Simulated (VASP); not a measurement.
# Hf in VASP: single point with PBEsol

Aim: the single point of Hf with PBEsol.

All numbers are computed with VASP 6.6.1; they aren't measurements. Logs are shortened: lines on timing, memory, paths and dates and some standing lists are left out, and cuts for length are marked.

## (1) The cell of the first run

The cell holds a slab with vacuum, 6 atoms: a = 3.158 Å, b = 3.158 Å, c = 28.505 Å, α = 90.00°, β = 90.00°, γ = 120.00°.

## (2) Single point, PBEsol

POSCAR

```
Hf
1.0
    3.1584504466      0.0000000000      0.0000000000
   -1.5792252233      2.7352983234      0.0000000000
    0.0000000000      0.0000000000     28.5045000000
Hf
6
Direct
    0.8333333330      0.1666666670      0.2806574043
    0.1666666670      0.8333333330      0.3683944426
    0.8333333330      0.1666666670      0.4561314809
    0.1666666670      0.8333333330      0.5438685191
    0.8333333330      0.1666666670      0.6316055574
    0.1666666670      0.8333333330      0.7193425957
```

INCAR.step1

```
PREC     = Accurate       # precision mode
ENCUT    = 520            # plane-wave cutoff, eV
EDIFF    = 1E-6           # SCF threshold, eV
ISMEAR   = -1             # smearing method
SIGMA    = 0.08           # smearing width, eV
LREAL    = F              # projectors in reciprocal space
LASPH    = T              # aspherical terms in the spheres
NELM     = 100            # most SCF steps
ALGO     = Normal         # electronic algorithm
ISIF     = 2              # what is computed and relaxed
LWAVE    = F              # write WAVECAR
LCHARG   = T              # write CHGCAR
LMAXMIX  = 4              # l up to which the mixer works
LDIPOL   = T            
IDIPOL   = 3            
DIPOL    = 0.5 0.5 0.500
GGA      = PS             # functional
NBANDS   = 39             # bands
```

KPOINTS.step1

```
Automatic mesh
0
Gamma
  12 12 1
```

INCAR.step2

```
PREC     = Accurate       # precision mode
ENCUT    = 520            # plane-wave cutoff, eV
EDIFF    = 1E-6           # SCF threshold, eV
ISMEAR   = -5             # smearing method
SIGMA    = 0.08           # smearing width, eV
LREAL    = F              # projectors in reciprocal space
LASPH    = T              # aspherical terms in the spheres
NELM     = 100            # most SCF steps
ALGO     = Normal         # electronic algorithm
ISIF     = 2              # what is computed and relaxed
LWAVE    = F              # write WAVECAR
LCHARG   = F              # write CHGCAR
LMAXMIX  = 4              # l up to which the mixer works
LDIPOL   = T            
IDIPOL   = 3            
DIPOL    = 0.5 0.5 0.500
GGA      = PS             # functional
LORBIT   = 11             # projections on sites
NBANDS   = 39             # bands
NEDOS    = 2001           # points of the DOS
ICHARG   = 11             # starting density
```

KPOINTS.step2

```
Automatic mesh
0
Gamma
  18 18 1
```

Potentials or basis: VASP PAW PBE potentials, release 64 (Hf_pv).

Started as:

```sh
$ cat potpaw_PBE.64/Hf_pv/POTCAR > POTCAR
$ cp INCAR.step1 INCAR
$ cp KPOINTS.step1 KPOINTS
$ mpirun -np 1 vasp_std > vasp.out
$ cp INCAR.step2 INCAR
$ cp KPOINTS.step2 KPOINTS
$ mpirun -np 1 vasp_std > vasp.out
```

OUTCAR:

```text
PREC = Accurate
   ENCUT = 520
   EDIFF = 1E-6
   ISMEAR = -5
   LREAL = F
   LASPH = T
   NELM = 100
   ISIF = 2
   GGA = PS
   LORBIT = 11
   ICHARG = 11

 ion  position               nearest neighbor table
   1  0.833  0.167  0.281-   2 3.10   2 3.10   2 3.10
   2  0.167  0.833  0.368-   1 3.10   3 3.10   1 3.10   3 3.10   1 3.10   3 3.10
   3  0.833  0.167  0.456-   4 3.10   4 3.10   2 3.10   2 3.10   4 3.10   2 3.10
   4  0.167  0.833  0.544-   3 3.10   3 3.10   5 3.10   5 3.10   3 3.10   5 3.10
   5  0.833  0.167  0.632-   4 3.10   6 3.10   4 3.10   6 3.10   4 3.10   6 3.10
   6  0.167  0.833  0.719-   5 3.10   5 3.10   5 3.10

  LATTYP: Found a hexagonal cell.
 ALAT       =     3.1584504466
 C/A-ratio  =     9.0248368565

  Lattice vectors:

 A1 = (   3.1584504466,   0.0000000000,   0.0000000000)
 A2 = (  -1.5792252233,   2.7352983234,   0.0000000000)
 A3 = (   0.0000000000,   0.0000000000,  28.5045000000)

Analysis of symmetry for initial positions (statically):
=====================================================================
 Subroutine PRICEL returns:
 Original cell was already a primitive cell.

 Routine SETGRP: Setting up the symmetry group for a
 hexagonal supercell.

 Subroutine GETGRP returns: Found 12 space group operations
 (whereof  4 operations were pure point group operations)
 out of a pool of 24 trial point group operations.

The static configuration has the point symmetry C_2h.
 The point group associated with its full space group is D_3d.

Analysis of symmetry for dynamics (positions and initial velocities):
=====================================================================
 Subroutine PRICEL returns:
 Original cell was already a primitive cell.

 Routine SETGRP: Setting up the symmetry group for a
 hexagonal supercell.

 Subroutine GETGRP returns: Found 12 space group operations
 (whereof  4 operations were pure point group operations)
 out of a pool of 24 trial point group operations.

The dynamic configuration has the point symmetry C_2h.
 The point group associated with its full space group is D_3d.

 Subroutine INISYM returns: Found 12 space group operations
 (whereof  4 operations are pure point group operations),
 and found     1 'primitive' translations

----------------------------------------------------------------------------------------

                                     Primitive cell

  volume of cell :     246.2590

  direct lattice vectors                    reciprocal lattice vectors
     3.158450447  0.000000000  0.000000000     0.316610951  0.182795418  0.000000000
    -1.579225223  2.735298323  0.000000000     0.000000000  0.365590836  0.000000000
     0.000000000  0.000000000 28.504500000     0.000000000  0.000000000  0.035082180

  length of vectors
     3.158450447  3.158450447 28.504500000     0.365590836  0.365590836  0.035082180

  position of ions in fractional coordinates (direct lattice)
     0.833333333  0.166666667  0.280657404
     0.166666667  0.833333333  0.368394443
     0.833333333  0.166666667  0.456131481
     0.166666667  0.833333333  0.543868519
     0.833333333  0.166666667  0.631605557
     0.166666667  0.833333333  0.719342596

  ion indices of the primitive-cell ions
   primitive index   ion index
                 1           1
                 2           2
                 3           3
                 4           4
                 5           5
                 6           6

----------------------------------------------------------------------------------------

 KPOINTS: Automatic mesh

Automatic generation of k-mesh.
 Grid dimensions read from file:
 generate k-points for:   18   18    1

 Generating k-lattice:

  Cartesian coordinates                     Fractional coordinates (reciprocal lattice)
     0.017589497  0.010155301  0.000000000     0.055555556 -0.000000000  0.000000000
     0.000000000  0.020310602  0.000000000     0.000000000  0.055555556  0.000000000
     0.000000000  0.000000000  0.035082180     0.000000000  0.000000000  1.000000000

  Length of vectors
     0.020310602  0.020310602  0.035082180

  Shift w.r.t. Gamma in fractional coordinates (k-lattice)
     0.000000000  0.000000000  0.000000000

 TETIRR: Found    169 inequivalent tetrahedra from     1944

 Subroutine IBZKPT returns following result:
 ===========================================

 Found     37 irreducible k-points:

 Following reciprocal coordinates:
            Coordinates               Weight
  0.000000  0.000000  0.000000      1.000000
  0.055556 -0.000000  0.000000      6.000000
  0.111111 -0.000000  0.000000      6.000000
  0.166667 -0.000000  0.000000      6.000000
  0.222222  0.000000  0.000000      6.000000
  0.277778 -0.000000  0.000000      6.000000
[... 16 lines left out ...]
  0.333333  0.111111  0.000000     12.000000
  0.388889  0.111111  0.000000     12.000000
 [... further k-points ...]
   k-points           NKPTS =     37   k-points in BZ     NKDIM =     37   number of bands    NBANDS=     39
   number of dos      NEDOS =   2001   number of ions     NIONS =      6
   total plane-waves  NPLWV = 124416
   dimension x,y,z NGX =    24 NGY =   24 NGZ =  216
   dimension x,y,z NGXF=    48 NGYF=   48 NGZF=  432
   ions per type =               6
   NGX,Y,Z   is equivalent  to a cutoff of  12.63, 12.63, 12.60 a.u.
   NGXF,Y,Z  is equivalent  to a cutoff of  25.26, 25.26, 25.20 a.u.
 SYSTEM =  unknown system
   PREC   = accura    normal or accurate (medium, high low for compatibility)
   ISTART =      0    job   : 0-new  1-cont  2-samecut
   ICHARG =     11    charge: 1-file 2-atom 10-const
   ISPIN  =      1    spin polarized calculation?
   LNONCOLLINEAR =      F non collinear calculations
   LSORBIT =      F    spin-orbit coupling
   LASPH  =      T    aspherical Exc in radial PAW
   ENCUT  =  520.0 eV  38.22 Ry    6.18 a.u.   5.87  5.87 53.00*2*pi/ulx,y,z
   NELM   =    100;   NELMIN=  2; NELMDL=  0     # of ELM steps
   EDIFF  = 0.1E-05   stopping-criterion for ELM
   LREAL  =      F    real-space projection
   EDIFFG = 0.1E-04   stopping-criterion for IOM
   NSW    =      0    number of steps for IOM
   IBRION =     -1    ionic relax: 0-MD 1-quasi-New 2-CG
   NFREE  =      0    steps in history (QN), initial steepest desc. (CG)
   ISIF   =      2    stress and relaxation
   ISYM   =      2    0-nonsym 1-usesym 2-fastsym
   POTIM  = 0.5000    time-step for ionic-motion
   TEBEG  =    0.0;   TEEND  =   0.0 temperature during run
   PSTRESS=    0.0 pullay stress
   NELECT =      60.0000    total number of electrons
   NUPDOWN=      -1.0000    fix difference up-down
   EMIN   =  10.00;   EMAX   =-10.00  energy-range for DOS
   EFERMI =   0.00;   METHOD = LEGACY
   ISMEAR =    -5;   SIGMA  =   0.08  broadening in eV -4-tet -1-fermi 0-gaus
   EFERMI_NEDOS =   21; number of points for ismear=-14 and -15
   IALGO  =     38    algorithm
   IMIX   =      4    mixing-type and parameters
     AMIX     =   0.40;   BMIX     =  1.00
     AMIX_MAG =   1.60;   BMIX_MAG =  1.00
  volume/ion in A,a.u.               =      41.04       276.97
  Fermi-wavevector in a.u.,A,eV,Ry     =   1.022495  1.932235 14.224836  1.045496
  Thomas-Fermi vector in A             =   2.156177
   LORBIT       =     11    0 simple, 1 ext, 2 COOP (PROOUT), +10 PAW based schemes
   GGA     = PS    functional components
   LHFCALC =     F    Hartree Fock is set to
   AEXX    =    0.0000 exact exchange contribution
   IVDW    =     0    specifies the selected vdW correction
   LEPSILON=     F    determine dielectric tensor
   LRPA    =     F    only Hartree local field effects (RPA)
 non-spin polarized calculation
 Fermi weights with tetrahedron method with Bloechl corrections
  energy-cutoff  :      520.00
  volume of cell :      246.26
 maximum number of plane-waves:      6666
 NGX is ok and might be reduce to    24

 number of electron      59.9999996 magnetization

 dipolmoment           0.000000      0.000000      0.000000 electrons x Angstroem

 Free energy of the ion-electron system (eV)
  ---------------------------------------------------
  ext. energy  EPLUGINS =         0.00000000
  ---------------------------------------------------
  free energy    TOTEN  =       -60.83997476 eV

  energy without entropy =      -60.83997476  energy(sigma->0) =      -60.83997476

 E-fermi :   0.6192     XC(G=0):  -6.8608

 val. band max:        0.6285788269   @ k =   0.1667  -0.0000   0.0000
 cond. band min:       0.6369418843   @ k =   0.3333   0.0556   0.0000
 fundamental gap:      0.0083630573
 Fermi energy:         0.6191669147

 k-point     1 :       0.0000    0.0000    0.0000
  band No.  band energies     occupation
      1     -30.3974      2.00000
      2     -30.3723      2.00000
      3     -30.1789      2.00000
      4     -29.8846      2.00000
      5     -29.7876      2.00000
      6     -29.7876      2.00000
[... 31 lines left out ...]
     38       1.9540      0.00000
     39       1.9956      0.00000

 k-point     2 :       0.0556   -0.0000    0.0000
  band No.  band energies     occupation
      1     -30.3911      2.00000
      2     -30.3677      2.00000
      3     -30.1754      2.00000
      4     -29.8897      2.00000
      5     -29.8090      2.00000
      6     -29.8037      2.00000
[... 913 lines left out ...]
     38       2.2233      0.00000
     39       2.7732      0.00000

 k-point    24 :       0.3889    0.1111    0.0000
  band No.  band energies     occupation
      1     -30.3970      2.00000
      2     -30.3956      2.00000
      3     -30.2693      2.00000
      4     -30.2580      2.00000
      5     -30.1533      2.00000
      6     -30.1079      2.00000
[... 31 lines left out ...]
     38       2.4292      0.00000
     39       2.8633      0.00000

 [... further k-points ...]

------------------------ aborting loop because EDIFF is reached ----------------------------------------

 vacuum level on the upper side and lower side of the slab       (xc-potential included)        -0.428        -0.428

  FORCE on cell =-STRESS in cart. coord.  units (eV):
  Direction    XX          YY          ZZ          XY          YZ          ZX
  --------------------------------------------------------------------------------------
  -------------------------------------------------------------------------------------
  Total       -2.9663234     -2.9663234     -3.2748316      0.0000000     -0.0000000     -0.0000000
  in kB      -19.2990927    -19.2990927    -21.3062669      0.0000000     -0.0000000     -0.0000000
  external PRESSURE =     -19.9681508 kB  Pullay stress =       0.0000000 kB

 VOLUME and BASIS-vectors are now :
 -----------------------------------------------------------------------------
  energy-cutoff  :      520.00
  volume of cell :      246.26
      direct lattice vectors                 reciprocal lattice vectors
     3.158450447  0.000000000  0.000000000     0.316610951  0.182795418  0.000000000
    -1.579225223  2.735298323  0.000000000     0.000000000  0.365590836  0.000000000
     0.000000000  0.000000000 28.504500000     0.000000000  0.000000000  0.035082180

 POSITION                                       TOTAL-FORCE (eV/Angst)
 -----------------------------------------------------------------------------------
      2.36884      0.45588      8.00000        -0.000000      0.000000      0.691956
     -0.78961      2.27942     10.50090         0.000000      0.000000     -0.800842
      2.36884      0.45588     13.00180        -0.000000     -0.000000      0.119655
     -0.78961      2.27942     15.50270         0.000000     -0.000000     -0.119655
      2.36884      0.45588     18.00360        -0.000000      0.000000      0.800842
     -0.78961      2.27942     20.50450         0.000000      0.000000     -0.691956
 -----------------------------------------------------------------------------------
    total drift:                                0.000000      0.000000     -0.000000

  FREE ENERGIE OF THE ION-ELECTRON SYSTEM (eV)
  ---------------------------------------------------
  free  energy   TOTEN  =       -60.8399747621 eV

  energy  without entropy=      -60.8399747621  energy(sigma->0) =      -60.83997476

 vacuum level on the upper side and lower side of the slab         4.673         4.673

 total charge

# of ion       s       p       d       tot
------------------------------------------
    1        0.415   6.271   1.535   8.222
    2        0.399   6.404   1.591   8.394
    3        0.403   6.396   1.594   8.393
    4        0.403   6.396   1.594   8.393
    5        0.399   6.404   1.591   8.394
    6        0.415   6.271   1.535   8.222
--------------------------------------------------
tot          2.435  38.142   9.440  50.017
```

It took 16 min on 1 thread of Intel Xeon Platinum 8259CL at 2.50GHz (Skylake/Cascade Lake), shared host; peak memory 0.47 GiB.

Results:

- Valence electrons inside the program's atomic spheres: Hf 8.22, 8.39 (each value once)

Caveat: the PAW data sets were made with another functional, which shifts forces and pressure a little; spin-orbit coupling is left out, which moves the levels of the heavy elements; tetrahedron occupations give inexact forces and stress in metals.
